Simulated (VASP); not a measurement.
BeS, 2 atoms in the cell. The structure is tetragonal, space group I-4m2 (No. 119). The conventional cell has a = 3.358 Å, b = 3.358 Å, c = 4.835 Å, α = 90.00°, β = 90.00°, γ = 90.00°. Be (site symmetry -4m2) has 4 S at 2.07 Å within 2.7 Å. Within 2.7 Å of S (site symmetry -4m2) lie 4 Be at 2.07 Å.  This cell differs from its parent crystal: film at in-plane strain -0.01.

```yaml
Program: VASP 6.6.1
Task: single point
Functional: LDA
Potentials_or_basis: VASP PAW LDA potentials, release 64 (Be, S)
Cutoff: 520 eV
k_mesh: 8 × 8 × 8
Occupations: gaussian, width 0.01 eV
Spin: no spin polarisation
Dipole_correction: no
Further_INCAR_settings: ALGO = Normal; EDIFF = 1e-06; NBANDS = 11
```

Potentials or basis: VASP PAW LDA potentials, release 64 (Be, S).

Command:

```sh
$ cat potpaw_LDA.64/Be/POTCAR potpaw_LDA.64/S/POTCAR > POTCAR
$ mpirun -np 1 vasp_std > vasp.out
```

Hardware: 1 thread of Intel(R) Xeon(R) Platinum 8259CL CPU @ 2.50GHz (Skylake/Cascade Lake), on a shared host.

Problem. Estimate the wall time of this run.

Solution. Wall time 18 s on 1 thread of Intel(R) Xeon(R) Platinum 8259CL CPU @ 2.50GHz (Skylake/Cascade Lake), on a shared host, peak memory 0.14 GiB. Counts: scf iterations 12, k points 59.
